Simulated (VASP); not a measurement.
# SnTe in VASP: further runs

The runs below take SnTe through relaxation of cell and atoms, single point, with PBEsol, PBE.

Program: VASP 6.6.1. These are calculated values, not measurements. Logs are shortened: lines on timing, memory, paths and dates and some standing lists are left out, and cuts for length are marked.

## (1) The cell of the first run

The structure is cubic, space group Fm-3m (No. 225). Conventional cell: a = 6.302 Å, b = 6.302 Å, c = 6.302 Å, α = 90.00°, β = 90.00°, γ = 90.00°. Within 4.1 Å of Te (site symmetry m-3m) lie 6 Sn at 3.15 Å. Within 4.1 Å of Sn (site symmetry m-3m) lie 6 Te at 3.15 Å.

## (2) Relaxation of cell and atoms, PBEsol, target pressure 20 GPa, at which the enthalpy is minimised

The input, INCAR:

```
PREC     = Accurate       # precision mode
ENCUT    = 600            # plane-wave cutoff, eV
EDIFF    = 1E-6           # SCF threshold, eV
ISMEAR   = -1             # smearing method
SIGMA    = 0.05           # smearing width, eV
LREAL    = False          # projectors in reciprocal space
LASPH    = True           # aspherical terms in the spheres
NELM     = 100            # most SCF steps
ALGO     = Normal         # electronic algorithm
ISIF     = 3              # what is computed and relaxed
LWAVE    = False          # write WAVECAR
LCHARG   = False          # write CHGCAR
GGA      = PS             # functional
IBRION   = 2              # ionic algorithm
NSW      = 80             # ionic steps
EDIFFG   = -0.02          # ionic threshold
PSTRESS  = 200.0
```

The input, KPOINTS:

```
regular mesh
0
Gamma
  7 7 7
```

The input, POSCAR:

```
SnTe
1.0
    0.0000000000      3.1508500000      3.1508500000
    3.1508500000      0.0000000000      3.1508500000
    3.1508500000      3.1508500000      0.0000000000
Te Sn
1 1
Direct
    0.5000000000      0.5000000000      0.5000000000
    0.0000000000      0.0000000000      0.0000000000
```

Potentials or basis: VASP PAW PBE potentials, release 64 (Te, Sn_d).

The run is started by

```sh
cat potpaw_PBE.64/Te/POTCAR potpaw_PBE.64/Sn_d/POTCAR > POTCAR
mpirun -np 1 vasp_std > vasp.out
```

OUTCAR:

```text
PREC = Accurate
   ENCUT = 600
   EDIFF = 1E-6
   ISMEAR = -1
   LREAL = False
   LASPH = True
   NELM = 100
   ISIF = 3
   GGA = PS
   IBRION = 2
   NSW = 80
   EDIFFG = -0.02
   PSTRESS = 200.0

 ion  position               nearest neighbor table
   1  0.500  0.500  0.500-   2 3.15   2 3.15   2 3.15   2 3.15   2 3.15   2 3.15
   2  0.000  0.000  0.000-   1 3.15   1 3.15   1 3.15   1 3.15   1 3.15   1 3.15

  LATTYP: Found a face centered cubic cell.
 ALAT       =     6.3017000000

  Lattice vectors:

 A1 = (   0.0000000000,   3.1508500000,   3.1508500000)
 A2 = (   3.1508500000,   0.0000000000,   3.1508500000)
 A3 = (   3.1508500000,   3.1508500000,   0.0000000000)

Analysis of symmetry for initial positions (statically):
[... 33 lines left out ...]
                                     Primitive cell

  volume of cell :      62.5624

  direct lattice vectors                    reciprocal lattice vectors
     0.000000000  3.150850000  3.150850000    -0.158687338  0.158687338  0.158687338
     3.150850000  0.000000000  3.150850000     0.158687338 -0.158687338  0.158687338
     3.150850000  3.150850000  0.000000000     0.158687338  0.158687338 -0.158687338

  length of vectors
     4.455974803  4.455974803  4.455974803     0.274854533  0.274854533  0.274854533

  position of ions in fractional coordinates (direct lattice)
     0.500000000  0.500000000  0.500000000
     0.000000000  0.000000000  0.000000000

  ion indices of the primitive-cell ions
   primitive index   ion index
                 1           1
                 2           2

----------------------------------------------------------------------------------------

 KPOINTS: regular mesh

Automatic generation of k-mesh.
 Grid dimensions read from file:
 generate k-points for:    7    7    7

 Generating k-lattice:

  Cartesian coordinates                     Fractional coordinates (reciprocal lattice)
    -0.022669620  0.022669620  0.022669620     0.142857143  0.000000000  0.000000000
     0.022669620 -0.022669620  0.022669620     0.000000000  0.142857143  0.000000000
     0.022669620  0.022669620 -0.022669620     0.000000000  0.000000000  0.142857143

  Length of vectors
     0.039264933  0.039264933  0.039264933

  Shift w.r.t. Gamma in fractional coordinates (k-lattice)
     0.000000000  0.000000000  0.000000000

 Subroutine IBZKPT returns following result:
 ===========================================

 Found     20 irreducible k-points:

 Following reciprocal coordinates:
            Coordinates               Weight
  0.000000  0.000000  0.000000      1.000000
  0.142857  0.000000  0.000000      8.000000
  0.285714  0.000000  0.000000      8.000000
  0.428571  0.000000  0.000000      8.000000
  0.142857  0.142857  0.000000      6.000000
  0.285714  0.142857  0.000000     24.000000
[... 12 lines left out ...]
 -0.428571  0.428571  0.142857     24.000000
 -0.285714  0.428571  0.142857     24.000000
   k-points           NKPTS =     20   k-points in BZ     NKDIM =     20   number of bands    NBANDS=     14
   number of dos      NEDOS =    301   number of ions     NIONS =      2
   total plane-waves  NPLWV =  46656
   dimension x,y,z NGX =    36 NGY =   36 NGZ =   36
   dimension x,y,z NGXF=    72 NGYF=   72 NGZF=   72
   ions per type =               1   1
   NGX,Y,Z   is equivalent  to a cutoff of  13.43, 13.43, 13.43 a.u.
   NGXF,Y,Z  is equivalent  to a cutoff of  26.86, 26.86, 26.86 a.u.
 SYSTEM =  unknown system
   PREC   = accura    normal or accurate (medium, high low for compatibility)
   ISTART =      0    job   : 0-new  1-cont  2-samecut
   ICHARG =      2    charge: 1-file 2-atom 10-const
   ISPIN  =      1    spin polarized calculation?
   LNONCOLLINEAR =      F non collinear calculations
   LSORBIT =      F    spin-orbit coupling
   LASPH  =      T    aspherical Exc in radial PAW
   ENCUT  =  600.0 eV  44.10 Ry    6.64 a.u.   8.90  8.90  8.90*2*pi/ulx,y,z
   NELM   =    100;   NELMIN=  2; NELMDL= -5     # of ELM steps
   EDIFF  = 0.1E-05   stopping-criterion for ELM
   LREAL  =      F    real-space projection
   EDIFFG = -.2E-01   stopping-criterion for IOM
   NSW    =     80    number of steps for IOM
   IBRION =      2    ionic relax: 0-MD 1-quasi-New 2-CG
   NFREE  =      1    steps in history (QN), initial steepest desc. (CG)
   ISIF   =      3    stress and relaxation
   ISYM   =      2    0-nonsym 1-usesym 2-fastsym
   POTIM  = 0.5000    time-step for ionic-motion
   TEBEG  =    0.0;   TEEND  =   0.0 temperature during run
   PSTRESS=  200.0 pullay stress
   NELECT =      20.0000    total number of electrons
   NUPDOWN=      -1.0000    fix difference up-down
   EMIN   =  10.00;   EMAX   =-10.00  energy-range for DOS
   EFERMI =   0.00;   METHOD = LEGACY
   ISMEAR =    -1;   SIGMA  =   0.05  broadening in eV -4-tet -1-fermi 0-gaus
   EFERMI_NEDOS =   21; number of points for ismear=-14 and -15
   IALGO  =     38    algorithm
   IMIX   =      4    mixing-type and parameters
     AMIX     =   0.40;   BMIX     =  1.00
     AMIX_MAG =   1.60;   BMIX_MAG =  1.00
  volume/ion in A,a.u.               =      31.28       211.10
  Fermi-wavevector in a.u.,A,eV,Ry     =   1.119387  2.115336 17.048485  1.253028
  Thomas-Fermi vector in A             =   2.256026
   LORBIT       =      0    0 simple, 1 ext, 2 COOP (PROOUT), +10 PAW based schemes
   GGA     = PS    functional components
   LHFCALC =     F    Hartree Fock is set to
   AEXX    =    0.0000 exact exchange contribution
   IVDW    =     0    specifies the selected vdW correction
   LEPSILON=     F    determine dielectric tensor
   LRPA    =     F    only Hartree local field effects (RPA)
 conjugate gradient relaxation of ions
 non-spin polarized calculation
  energy-cutoff  :      600.00
  volume of cell :       62.56
 maximum number of plane-waves:      2106
   NGX = 17   NGY = 17   NGZ = 17

--------------------------------------- Ionic step        1  -------------------------------------------

 number of electron      19.9999998 magnetization

 Free energy of the ion-electron system (eV)
  ---------------------------------------------------
  ext. energy  EPLUGINS =         0.00000000
  ---------------------------------------------------
  free energy    TOTEN  =        -8.34476829 eV

  energy without entropy =       -8.34469802  energy(sigma->0) =       -8.34473315

 E-fermi :   6.8408     XC(G=0):  -9.6552

 val. band max:        6.5202981804   @ k =   0.4286   0.0000   0.0000
 cond. band min:       7.1828566071   @ k =   0.4286   0.0000   0.0000
 fundamental gap:      0.6625584267
 Fermi energy:         6.8408149348

 k-point     1 :       0.0000    0.0000    0.0000
  band No.  band energies     occupation
      1     -14.9791      2.00000
      2     -14.9791      2.00000
      3     -14.9720      2.00000
      4     -14.9720      2.00000
      5     -14.9720      2.00000
      6      -6.0211      2.00000
      7       2.0891      2.00000
      8       4.6674      2.00000
      9       4.6674      2.00000
     10       4.6674      2.00000
     11      10.1349      0.00000
     12      10.1349      0.00000
     13      10.1349      0.00000
     14      11.5181      0.00000
[... 472 lines left out ...]
--------------------------------------- Ionic step        5  -------------------------------------------

 number of electron      20.0000002 magnetization

 Free energy of the ion-electron system (eV)
  ---------------------------------------------------
  ext. energy  EPLUGINS =         0.00000000
  ---------------------------------------------------
  free energy    TOTEN  =        -7.65901487 eV

  energy without entropy =       -7.65318237  energy(sigma->0) =       -7.65609862

 E-fermi :  10.3931     XC(G=0): -10.8295

 val. band max:       10.1446984323   @ k =   0.4286   0.0000   0.0000
 cond. band min:      10.3991696434   @ k =  -0.1429   0.1429   0.0000
 fundamental gap:      0.2544712111
 Fermi energy:        10.3930992326

 k-point     1 :       0.0000    0.0000    0.0000
  band No.  band energies     occupation
      1     -11.6818      2.00000
      2     -11.6818      2.00000
      3     -11.6534      2.00000
      4     -11.6534      2.00000
      5     -11.6534      2.00000
      6      -4.6310      2.00000
      7       6.9561      2.00000
      8       7.5214      2.00000
      9       7.5214      2.00000
     10       7.5214      2.00000
     11      14.2408      0.00000
     12      14.2408      0.00000
     13      14.2408      0.00000
     14      14.6261      0.00000
[... 354 lines left out ...]
  energy  without entropy=       -7.6531823657  energy(sigma->0) =       -7.65609862

  enthalpy is  TOTEN    =        -1.6018975358 eV   P V=        6.0571173313

 reached required accuracy - stopping structural energy minimisation
```

OSZICAR:

```text
N       E                     dE             d eps       ncg     rms          rms(c)
DAV:   1     0.127871341947E+03    0.12787E+03   -0.10560E+04   560   0.184E+03
DAV:   2     0.260775142911E+01   -0.12526E+03   -0.12217E+03   596   0.388E+02
DAV:   3    -0.809455463726E+01   -0.10702E+02   -0.10465E+02   728   0.990E+01
[... 50 lines left out ...]
DAV:   2    -0.766227552804E+01    0.12976E-01   -0.22116E-02   686   0.298E+00    0.329E-01
DAV:   3    -0.765914058682E+01    0.31349E-02   -0.81953E-03   704   0.162E+00    0.649E-02
DAV:   4    -0.765905463245E+01    0.85954E-04   -0.32156E-04   634   0.173E-01    0.822E-02
DAV:   5    -0.765901572682E+01    0.38906E-04   -0.28352E-05   856   0.554E-02    0.172E-02
DAV:   6    -0.765901486715E+01    0.85966E-06   -0.39202E-06   548   0.345E-02
   5 F= -.16018975E+01 E0= -.15989813E+01  d E =-.106680E+01
```

Wall time 50 s (1 thread of Intel Xeon 6975P-C (Granite Rapids), shared host); peak memory 0.22 GiB.

What came out:

```
Free energy                                            : -7.6590 eV
Relaxed volume                                         : 24.26 Å³/atom
Relaxed cell                                           : a = 4.094 Å, b = 4.094 Å, c = 4.094 Å, α = 60.00°, β = 60.00°, γ = 60.00°
Space group after relaxing (to 0.05 Å)                 : Fm-3m (No. 225)
Energy change on relaxing (the enthalpy is what falls) : +342.9 meV/atom
Ionic steps                                            : 5
Pressure after relaxing                                : 20.0 GPa
```

The path:
```tsv
step	energy change (eV)	largest force (eV/Å)	pressure (GPa)	volume (Å³)
1	0.0000	0.0000	-0.37	62.56
2	6.2346	0.0000	125.35	33.02
3	0.5516	0.0000	17.43	49.67
4	0.6276	0.0000	18.90	49.00
5	0.6858	0.0000	19.98	48.52
```

Final structure:
```
Te Sn
1.0
     0.00000    2.89494    2.89494
     2.89494    0.00000    2.89494
     2.89494    2.89494    0.00000
Te Sn
1 1
Direct
  0.50000 0.50000 0.50000
  0.00000 0.00000 0.00000
```

Levels at points of the mesh, in eV from the Fermi level:
```
           k point  band 8  band 9  band 10  band 11  band 12  band 13
(0.00, 0.00, 0.00)   -2.87   -2.87    -2.87     3.85     3.85     3.85
```

Caveat: this odd mesh misses L, where the gap lies, so gap, dielectric constants and Born charges aren't listed; the cell is relaxed towards a set pressure, so the enthalpy falls and the energy may rise; the volume moved by over 15 % at a fixed basis, so the end points are rough; the PAW data sets were made with another functional, which shifts forces and pressure a little; spin-orbit coupling is left out, which moves the levels of the heavy elements.

## (3) Relaxation of cell and atoms, PBEsol, target pressure 30 GPa, at which the enthalpy is minimised

The input, INCAR:

```
SYSTEM = SnTe
ALGO = Normal
EDIFF = 1E-7
EDIFFG = -0.02
ENCUT = 600
GGA = PS
IBRION = 2
ISIF = 3
ISMEAR = -1
LASPH = .TRUE.
LCHARG = .FALSE.
LREAL = .FALSE.
LWAVE = .FALSE.
NELM = 100
NSW = 80
PREC = Accurate
PSTRESS = 300.0
SIGMA = 0.05
```

The input, KPOINTS:

```
k-points
0
G
  7 7 7
  0 0 0
```

POSCAR is that of step 2.

Potentials or basis: VASP PAW PBE potentials, release 64 (Te, Sn_d).

The run is started by

```sh
cat potpaw_PBE.64/Te/POTCAR potpaw_PBE.64/Sn_d/POTCAR > POTCAR
mpirun -np 1 vasp_std > vasp.out
```

Run time: 62 s. Hardware: 1 thread of Intel Xeon 6975P-C (Granite Rapids), shared host; peak memory 0.22 GiB.

It converged, with:

| Property | Result |
| --- | --- |
| Free energy | -7.1475 eV |
| Relaxed volume | 22.59 Å³/atom |
| Relaxed cell | a = 3.998 Å, b = 3.998 Å, c = 3.998 Å, α = 60.00°, β = 60.00°, γ = 60.00° |
| Space group after relaxing (to 0.05 Å) | Fm-3m (No. 225) |
| Energy change on relaxing (the enthalpy is what falls) | +598.6 meV/atom |
| Ionic steps | 6 |
| Pressure after relaxing | 30.0 GPa |

Step by step:
```tsv
step	energy change (eV)	largest force (eV/Å)	pressure (GPa)	volume (Å³)
1	0.0000	0.0000	-0.35	62.56
2	22.7150	0.0000	473.54	22.78
3	0.6956	0.0000	20.14	48.44
4	0.8928	0.0000	23.78	47.00
5	1.2613	0.0000	31.22	44.84
6	1.1973	0.0000	29.95	45.18
```

Final structure:
```xyz
2
Lattice="0.0000 2.8268 2.8268 2.8268 0.0000 2.8268 2.8268 2.8268 0.0000" Properties=species:S:1:pos:R:3 pbc="T T T"
Te    2.8268    2.8268    2.8268
Sn    0.0000    0.0000    0.0000
```

Levels at points of the mesh, in eV from the Fermi level:
| k point | band 7 | band 8 | band 9 | band 10 | band 11 | band 12 | band 13 | band 14 |
| --- | --- | --- | --- | --- | --- | --- | --- | --- |
| (0.00, 0.00, 0.00) | -3.02 | -3.02 | -3.02 | -2.89 | 4.05 | 4.05 | 4.05 | 4.16 |

Caveat: this odd mesh misses L, where the gap lies, so gap, dielectric constants and Born charges aren't listed; the cell is relaxed towards a set pressure, so the enthalpy falls and the energy may rise; the volume moved by over 15 % at a fixed basis, so the end points are rough; the PAW data sets were made with another functional, which shifts forces and pressure a little; spin-orbit coupling is left out, which moves the levels of the heavy elements.

[end of part 1 of 3]
